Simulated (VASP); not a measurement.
# GaGe3 (Fm-3m) in VASP: settings compared, part 2 of 3

VASP 6.6.1. Earlier steps stand in the parts before.

**4. Single point, LDA**

This run uses another cell than the first one, of 19.04 Å³/atom, 1.021 times its volume.

INCAR

```
ALGO = Normal
EDIFF = 1E-6
ENCUT = 520
ISIF = 2
ISMEAR = -1
LASPH = True
LCHARG = True
LELF = True
LREAL = False
LVHAR = True
LWAVE = False
NBANDS = 36
NELM = 60
PREC = Accurate
SIGMA = 0.05
```

KPOINTS

```
k-points
0
Gamma
  7 7 7
```

POSCAR

```
GaGe3
1.0
    0.0000000000      3.3644336506      3.3644336506
    3.3644336506      0.0000000000      3.3644336506
    3.3644336506      3.3644336506      0.0000000000
Ge Ga
3 1
Direct
    0.5000000000      0.5000000000      0.5000000000
    0.7500000000      0.7500000000      0.7500000000
    0.2500000000      0.2500000000      0.2500000000
    0.0000000000      0.0000000000      0.0000000000
```

Potentials or basis: VASP PAW LDA potentials, release 64 (Ge_d, Ga_d).

Launch:

```
$ cat potpaw_LDA.64/Ge_d/POTCAR potpaw_LDA.64/Ga_d/POTCAR > POTCAR
$ mpirun -np 1 vasp_std > vasp.out
```

OUTCAR:

```text
EDIFF = 1E-6
   ENCUT = 520
   ISIF = 2
   ISMEAR = -1
   LASPH = True
   LREAL = False
   NELM = 60
   PREC = Accurate

 ion  position               nearest neighbor table
   1  0.500  0.500  0.500-   3 2.91   3 2.91   3 2.91   2 2.91   2 2.91   2 2.91   3 2.91   2 2.91

   2  0.750  0.750  0.750-   1 2.91   1 2.91   1 2.91   4 2.91   4 2.91   4 2.91   4 2.91   1 2.91

   3  0.250  0.250  0.250-   4 2.91   4 2.91   4 2.91   1 2.91   1 2.91   1 2.91   4 2.91   1 2.91

   4  0.000  0.000  0.000-   2 2.91   2 2.91   2 2.91   3 2.91   3 2.91   3 2.91   3 2.91   2 2.91

  LATTYP: Found a face centered cubic cell.
 ALAT       =     6.7288673012

  Lattice vectors:

 A1 = (   0.0000000000,   3.3644336506,   3.3644336506)
 A2 = (   3.3644336506,   0.0000000000,   3.3644336506)
 A3 = (   3.3644336506,   3.3644336506,   0.0000000000)

Analysis of symmetry for initial positions (statically):
=====================================================================
 Subroutine PRICEL returns:
 Original cell was already a primitive cell.

 Routine SETGRP: Setting up the symmetry group for a
 face centered cubic supercell.

 Subroutine GETGRP returns: Found 48 space group operations
 (whereof 48 operations were pure point group operations)
 out of a pool of 48 trial point group operations.

The static configuration has the point symmetry O_h .

Analysis of symmetry for dynamics (positions and initial velocities):
=====================================================================
 Subroutine PRICEL returns:
 Original cell was already a primitive cell.

 Routine SETGRP: Setting up the symmetry group for a
 face centered cubic supercell.

 Subroutine GETGRP returns: Found 48 space group operations
 (whereof 48 operations were pure point group operations)
 out of a pool of 48 trial point group operations.

The dynamic configuration has the point symmetry O_h .

 Subroutine INISYM returns: Found 48 space group operations
 (whereof 48 operations are pure point group operations),
 and found     1 'primitive' translations

----------------------------------------------------------------------------------------

                                     Primitive cell

  volume of cell :      76.1668

  direct lattice vectors                    reciprocal lattice vectors
     0.000000000  3.364433651  3.364433651    -0.148613423  0.148613423  0.148613423
     3.364433651  0.000000000  3.364433651     0.148613423 -0.148613423  0.148613423
     3.364433651  3.364433651  0.000000000     0.148613423  0.148613423 -0.148613423

  length of vectors
     4.758027698  4.758027698  4.758027698     0.257405999  0.257405999  0.257405999

  position of ions in fractional coordinates (direct lattice)
     0.500000000  0.500000000  0.500000000
     0.750000000  0.750000000  0.750000000
     0.250000000  0.250000000  0.250000000
     0.000000000  0.000000000  0.000000000

  ion indices of the primitive-cell ions
   primitive index   ion index
                 1           1
                 2           2
                 3           3
                 4           4

----------------------------------------------------------------------------------------

 KPOINTS: k-points

Automatic generation of k-mesh.
 Grid dimensions read from file:
 generate k-points for:    7    7    7

 Generating k-lattice:

  Cartesian coordinates                     Fractional coordinates (reciprocal lattice)
    -0.021230489  0.021230489  0.021230489     0.142857143  0.000000000  0.000000000
     0.021230489 -0.021230489  0.021230489     0.000000000  0.142857143  0.000000000
     0.021230489  0.021230489 -0.021230489     0.000000000  0.000000000  0.142857143

  Length of vectors
     0.036772286  0.036772286  0.036772286

  Shift w.r.t. Gamma in fractional coordinates (k-lattice)
     0.000000000  0.000000000  0.000000000

 Subroutine IBZKPT returns following result:
 ===========================================

 Found     20 irreducible k-points:

 Following reciprocal coordinates:
            Coordinates               Weight
  0.000000  0.000000  0.000000      1.000000
  0.142857  0.000000  0.000000      8.000000
  0.285714  0.000000  0.000000      8.000000
  0.428571  0.000000  0.000000      8.000000
  0.142857  0.142857  0.000000      6.000000
  0.285714  0.142857  0.000000     24.000000
[... 12 lines left out ...]
 -0.428571  0.428571  0.142857     24.000000
 -0.285714  0.428571  0.142857     24.000000
   k-points           NKPTS =     20   k-points in BZ     NKDIM =     20   number of bands    NBANDS=     36
   number of dos      NEDOS =    301   number of ions     NIONS =      4
   total plane-waves  NPLWV =  46656
   dimension x,y,z NGX =    36 NGY =   36 NGZ =   36
   dimension x,y,z NGXF=    72 NGYF=   72 NGZF=   72
   ions per type =               3   1
   NGX,Y,Z   is equivalent  to a cutoff of  12.58, 12.58, 12.58 a.u.
   NGXF,Y,Z  is equivalent  to a cutoff of  25.16, 25.16, 25.16 a.u.
 SYSTEM =  unknown system
   PREC   = accura    normal or accurate (medium, high low for compatibility)
   ISTART =      0    job   : 0-new  1-cont  2-samecut
   ICHARG =      2    charge: 1-file 2-atom 10-const
   ISPIN  =      1    spin polarized calculation?
   LNONCOLLINEAR =      F non collinear calculations
   LSORBIT =      F    spin-orbit coupling
   LASPH  =      T    aspherical Exc in radial PAW
   ENCUT  =  520.0 eV  38.22 Ry    6.18 a.u.   8.85  8.85  8.85*2*pi/ulx,y,z
   NELM   =     60;   NELMIN=  2; NELMDL= -5     # of ELM steps
   EDIFF  = 0.1E-05   stopping-criterion for ELM
   LREAL  =      F    real-space projection
   EDIFFG = 0.1E-04   stopping-criterion for IOM
   NSW    =      0    number of steps for IOM
   IBRION =     -1    ionic relax: 0-MD 1-quasi-New 2-CG
   NFREE  =      0    steps in history (QN), initial steepest desc. (CG)
   ISIF   =      2    stress and relaxation
   ISYM   =      2    0-nonsym 1-usesym 2-fastsym
   POTIM  = 0.5000    time-step for ionic-motion
   TEBEG  =    0.0;   TEEND  =   0.0 temperature during run
   PSTRESS=    0.0 pullay stress
   NELECT =      55.0000    total number of electrons
   NUPDOWN=      -1.0000    fix difference up-down
   EMIN   =  10.00;   EMAX   =-10.00  energy-range for DOS
   EFERMI =   0.00;   METHOD = LEGACY
   ISMEAR =    -1;   SIGMA  =   0.05  broadening in eV -4-tet -1-fermi 0-gaus
   EFERMI_NEDOS =   21; number of points for ismear=-14 and -15
   IALGO  =     38    algorithm
   IMIX   =      4    mixing-type and parameters
     AMIX     =   0.40;   BMIX     =  1.00
     AMIX_MAG =   1.60;   BMIX_MAG =  1.00
  volume/ion in A,a.u.               =      19.04       128.50
  Fermi-wavevector in a.u.,A,eV,Ry     =   1.468725  2.775487 29.349842  2.157153
  Thomas-Fermi vector in A             =   2.584188
   LORBIT       =      0    0 simple, 1 ext, 2 COOP (PROOUT), +10 PAW based schemes
   GGA     = CA    functional components
   LHFCALC =     F    Hartree Fock is set to
   AEXX    =    0.0000 exact exchange contribution
   IVDW    =     0    specifies the selected vdW correction
   LEPSILON=     F    determine dielectric tensor
   LRPA    =     F    only Hartree local field effects (RPA)
 non-spin polarized calculation
  energy-cutoff  :      520.00
  volume of cell :       76.17
 maximum number of plane-waves:      2085
   NGX = 17   NGY = 17   NGZ = 17

 number of electron      55.0000058 magnetization

 Free energy of the ion-electron system (eV)
  ---------------------------------------------------
  ext. energy  EPLUGINS =         0.00000000
  ---------------------------------------------------
  free energy    TOTEN  =       -18.22898729 eV

  energy without entropy =      -18.21950310  energy(sigma->0) =      -18.22424519

 E-fermi :   6.0331     XC(G=0): -11.4711

 val. band max:        5.9428845128   @ k =  -0.4286   0.1429   0.0000
 cond. band min:       6.1287122600   @ k =   0.4286   0.2857   0.0000
 fundamental gap:      0.1858277472
 Fermi energy:         6.0330910292

 k-point     1 :       0.0000    0.0000    0.0000
  band No.  band energies     occupation
      1     -18.7127      2.00000
      2     -18.7127      2.00000
      3     -18.7070      2.00000
      4     -18.7070      2.00000
      5     -18.7070      2.00000
      6     -18.6851      2.00000
[... 28 lines left out ...]
     35      10.9323      0.00000
     36      15.8576      0.00000
[... 710 lines left out ...]
      6     -18.6791      2.00000
[... 28 lines left out ...]
     35      12.7757      0.00000
     36      13.0778      0.00000

------------------------ aborting loop because EDIFF is reached ----------------------------------------

  FORCE on cell =-STRESS in cart. coord.  units (eV):
  Direction    XX          YY          ZZ          XY          YZ          ZX
  --------------------------------------------------------------------------------------
  -------------------------------------------------------------------------------------
  Total       -2.0388708     -2.0388708     -2.0388708      0.0000000      0.0000000      0.0000000
  in kB      -42.8878606    -42.8878606    -42.8878606      0.0000000      0.0000000      0.0000000
  external PRESSURE =     -42.8878606 kB  Pullay stress =       0.0000000 kB

 VOLUME and BASIS-vectors are now :
 -----------------------------------------------------------------------------
  energy-cutoff  :      520.00
  volume of cell :       76.17
      direct lattice vectors                 reciprocal lattice vectors
     0.000000000  3.364433651  3.364433651    -0.148613423  0.148613423  0.148613423
     3.364433651  0.000000000  3.364433651     0.148613423 -0.148613423  0.148613423
     3.364433651  3.364433651  0.000000000     0.148613423  0.148613423 -0.148613423

 POSITION                                       TOTAL-FORCE (eV/Angst)
 -----------------------------------------------------------------------------------
      3.36443      3.36443      3.36443        -0.000000      0.000000     -0.000000
      5.04665      5.04665      5.04665        -0.000000     -0.000000     -0.000000
      1.68222      1.68222      1.68222         0.000000      0.000000      0.000000
      0.00000      0.00000      0.00000        -0.000000      0.000000     -0.000000
 -----------------------------------------------------------------------------------
    total drift:                                0.000000      0.000000      0.000000

  FREE ENERGIE OF THE ION-ELECTRON SYSTEM (eV)
  ---------------------------------------------------
  free  energy   TOTEN  =       -18.2289872880 eV

  energy  without entropy=      -18.2195030960  energy(sigma->0) =      -18.22424519
```

OSZICAR:

```text
N       E                     dE             d eps       ncg     rms          rms(c)
DAV:   1     0.437041575943E+03    0.43704E+03   -0.26830E+04  1736   0.401E+03
DAV:   2     0.644021957135E+02   -0.37264E+03   -0.36279E+03  1448   0.762E+02
DAV:   3    -0.141173457816E+02   -0.78520E+02   -0.77424E+02  1544   0.206E+02
DAV:   4    -0.182282653709E+02   -0.41109E+01   -0.40943E+01  1660   0.529E+01
DAV:   5    -0.183126501151E+02   -0.84385E-01   -0.84360E-01  1676   0.860E+00    0.213E+00
DAV:   6    -0.182502516399E+02    0.62398E-01   -0.10936E-01  1748   0.369E+00    0.112E+00
DAV:   7    -0.182302085157E+02    0.20043E-01   -0.32986E-02  1880   0.162E+00    0.193E-01
DAV:   8    -0.182290121848E+02    0.11963E-02   -0.38355E-03  1604   0.876E-01    0.490E-02
DAV:   9    -0.182289763237E+02    0.35861E-04   -0.35412E-04  1780   0.541E-01    0.251E-02
DAV:  10    -0.182289881761E+02   -0.11852E-04   -0.12001E-04  1580   0.198E-01    0.113E-02
DAV:  11    -0.182289879163E+02    0.25978E-06   -0.35854E-05  2004   0.858E-02    0.384E-03
DAV:  12    -0.182289872880E+02    0.62832E-06   -0.40576E-06  1208   0.308E-02
   1 F= -.18228987E+02 E0= -.18224245E+02  d E =-.948419E-02
```

stdout:

```text
POSCAR found type information on POSCAR GeGa
 POSCAR found :  2 types and       4 ions
 scaLAPACK will be used
 LDA part: xc-table for (Slater(with rela. corr.)+CA(PZ))
 , standard interpolation
 POSCAR, INCAR and KPOINTS ok, starting setup
 FFT: planning ... GRIDC
 FFT: planning ... GRID_SOFT
 FFT: planning ... GRID
 WAVECAR not read
 entering main loop
```

Run time: 33 s. Hardware: 1 thread of Intel Xeon Platinum 8375C at 2.90GHz (Ice Lake), shared host; peak memory 0.19 GiB.

Results:

* Free energy: -18.2290 eV
* Pressure: -4.3 GPa

**5. Single point, PBE**

This run uses another cell than the first one, of 19.04 Å³/atom, 1.021 times its volume.

Edit INCAR of step 4 so:

```diff
@@ -3,2 +3,3 @@
 ENCUT = 520
+GGA = PE
 ISIF = 2
```

KPOINTS is that of step 4.

POSCAR is that of step 4.

Potentials or basis: VASP PAW PBE potentials, release 64 (Ge_d, Ga_d).

Launch:

```
$ cat potpaw_PBE.64/Ge_d/POTCAR potpaw_PBE.64/Ga_d/POTCAR > POTCAR
$ mpirun -np 1 vasp_std > vasp.out
```

It took 35 s on 1 thread of Intel Xeon Platinum 8375C at 2.90GHz (Ice Lake), shared host; peak memory 0.22 GiB.

The run converged. Its results:

```
Free energy : -15.5236 eV
Pressure    : 0.9 GPa
```

Levels at points of the mesh, in eV from the Fermi level:
| k point | band 24 | band 25 | band 26 | band 27 | band 28 | band 29 | band 30 | band 31 | band 32 | band 33 |
| --- | --- | --- | --- | --- | --- | --- | --- | --- | --- | --- |
| (0.00, 0.00, 0.00) | -1.57 | -1.57 | -1.57 | -1.28 | -1.28 | -1.28 | -1.02 | 0.30 | 0.30 | 0.30 |

(Continued in part 3 of 3.)
